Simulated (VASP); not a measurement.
Wanted: the native input for a VASP 6.6.1 run.

```
Task                   : dielectric tensor
Functional             : r2SCAN
Potentials or basis    : VASP PAW PBE potentials, release 64 (Be, S)
Cutoff                 : 520 eV
k mesh                 : 8 × 8 × 8
Occupations            : gaussian, width 0.01 eV
Spin                   : no spin polarisation
Dipole correction      : no
Further INCAR settings : ALGO = Normal; EDIFF = 1e-08
```

The structure of BeS lies in POSCAR:

```
BeS
1.0
    0.0000000000      2.5316784796      2.3555199058
    2.5316784796      0.0000000000      2.3555199058
    2.5316784796      2.5316784796      0.0000000000
Be S
1 1
Direct
    0.0000000000      0.0000000000      0.0000000000
    0.2500000000      0.2500000000      0.2500000000
```

This cell differs from its parent crystal: epitaxial xy strain +4.0%.

These files were run (other wordings do the same):

INCAR

```
PREC = Accurate
ENCUT = 520
EDIFF = 1E-8
ISMEAR = 0
SIGMA = 0.01
LREAL = F
LASPH = T
NELM = 80
ALGO = Normal
ISIF = 2
LWAVE = F
LCHARG = F
METAGGA = R2SCAN
LMIXTAU = T
LCALCEPS = T
```

KPOINTS

```
Automatic mesh
0
Gamma
  8 8 8
```

Potentials or basis: VASP PAW PBE potentials, release 64 (Be, S).

The run is started by

```bash
$ cat potpaw_PBE.64/Be/POTCAR potpaw_PBE.64/S/POTCAR > POTCAR
$ mpirun -np 1 vasp_std > vasp.out
```

It gave:

* Band gap on the k mesh: 3.15 eV (least direct gap 5.94 eV)
* Electronic dielectric tensor (diagonal): 4.97, 4.97, 4.77
* Born charges (mean of the diagonal): Be +1.75; S -1.75 e

Caveat: the cell differs from its parent crystal (epitaxial xy strain +4.0%).

Wall time 28 min on 1 thread of Intel(R) Xeon(R) Platinum 8488C (Sapphire Rapids), on a shared host, peak memory 0.39 GiB.
